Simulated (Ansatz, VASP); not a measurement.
Two plane-wave programs on Hf

INCAR

```
SYSTEM = Hf
PREC = Accurate ; ENCUT = 520
EDIFF = 1E-6 ; ISMEAR = -1
SIGMA = 0.05 ; LREAL = .False.
LASPH = .True. ; NELM = 150
ALGO = Fast ; ISIF = 2
LWAVE = .False. ; LCHARG = .True.
LNONCOLLINEAR = .True. ; MAGMOM = 0 0 0 0 0 0
LORBIT = 11 ; LSORBIT = .True.
GGA_COMPAT = .False. ; LORBMOM = .True.
LMAXMIX = 4 ; GGA = CA
LVHAR = .True. ; NBANDS = 32
```

File KPOINTS:

```
Automatic mesh
0
Gamma
  7 7 4
  0 0 0
```

The input POSCAR:

```
Hf
1.0
    3.1967000000      0.0000000000      0.0000000000
   -1.5983500000      2.7684234083      0.0000000000
    0.0000000000      0.0000000000      5.0578000000
Hf
2
Direct
    0.6666666667      0.3333333333      0.7500000000
    0.3333333333      0.6666666667      0.2500000000
```

input.yaml

```yaml
crystal:
  lattice:
    - [3.1967, 0.0, 0.0]
    - [-1.59835, 2.7684234083, 0.0]
    - [0.0, 0.0, 5.0578]
  atoms:
    - { symbol: Hf, position: [0.6666666667, 0.3333333333, 0.75] }
    - { symbol: Hf, position: [0.3333333333, 0.6666666667, 0.25] }
hamiltonian:
  xc: lda
  pseudopotentials: { kind: paw_fr }
magnetization:
  noncollinear: true
  spin_orbit: true
kpoints:
  mp_grid: { grid: [7, 7, 4] }
  band_path:
    path:
      - [[0.0, 0.0, 0.0], [0.5, 0.0, 0.0], [0.3333333333, 0.3333333333, 0.0], [0.0, 0.0, 0.0], [0.0, 0.0, 0.5], [0.5, 0.0, 0.5], [0.3333333333, 0.3333333333, 0.5], [0.0, 0.0, 0.5]]
      - [[0.5, 0.0, 0.5], [0.5, 0.0, 0.0]]
      - [[0.3333333333, 0.3333333333, 0.0], [0.3333333333, 0.3333333333, 0.5]]
    npoints: 14
scf:
  occupations: { method: fermi_dirac, width: 0.05 }
  n_extra_bands: 6
output:
  forces: true
  stress: true
  eigenvalues: true
  fatbands: false
  write_density: true
  write_potential: true
  elf: true
  volumetric_format: npy
```

Alike in both runs: functional LDA; k mesh 7 × 7 × 4; occupations fermi-dirac, width 0.05 eV; non-collinear spin, spin-orbit coupling.

```csv
,VASP,Ansatz
version,VASP 6.6.1,Ansatz 0.2.0
potentials or method,"VASP PAW LDA potentials, release 64 (Hf_pv)",Ansatz PAW
plane-wave cutoff (eV),520,420
valence electrons in the cell,20,52
task,single point,band structure
```

|  | VASP | Ansatz | Ansatz less VASP |
| --- | --- | --- | --- |
| pressure (GPa) | -7.7 | -7.7 | +0.02 |
| traceless stress, the component that is largest in VASP (GPa) | 0.35 | 0.59 | +0.233 |
| net moment per atom (μB) | 0.00 | 0.00 | 0.000 |

LDA's correlation is that of Perdew and Zunger in VASP and of Perdew and Wang (1992) in Ansatz. VASP's potentials hold 20 valence electrons a cell and Ansatz's 52, so a difference there can come from the potentials and not from the codes.
